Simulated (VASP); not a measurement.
A run of VASP 6.6.1 is set up as follows.

The input INCAR:

```
SYSTEM = SnO
ALGO = Normal
EDIFF = 1E-6
ENCUT = 520
GGA = PE
ISIF = 2
ISMEAR = 0
LASPH = .TRUE.
LCHARG = .FALSE.
LREAL = .FALSE.
LWAVE = .FALSE.
NBANDS = 28
NELM = 80
PREC = Accurate
SIGMA = 0.02
```

KPOINTS

```
k-points
0
G
  10 10 8
  0 0 0
```

The input POSCAR:

```
SnO
1.0
    3.8677643025      0.0000000000      0.0000000000
    0.0000000000      3.8677643025      0.0000000000
    0.0000000000      0.0000000000      5.0699830525
Sn O
2 2
Direct
    0.0000000000      0.5000000000      0.2287087015
    0.5000000000      0.0000000000      0.7712912985
    0.0000000000      0.0000000000      0.0000000000
    0.5000000000      0.5000000000      0.0000000000
```

Potentials or basis: VASP PAW PBE potentials, release 64 (Sn_d, O).

Command:

```bash
$ cat potpaw_PBE.64/Sn_d/POTCAR potpaw_PBE.64/O/POTCAR > POTCAR
$ mpirun -np 1 vasp_std > vasp.out
```

(1) What does it give for the pressure?

(2) Predict the band gap on the k mesh.

Results:

(1) 0.2 GPa.

(2) 0.51 eV (least direct gap 1.91 eV).

Caveat: spin-orbit coupling is left out, which moves the levels of the heavy elements.
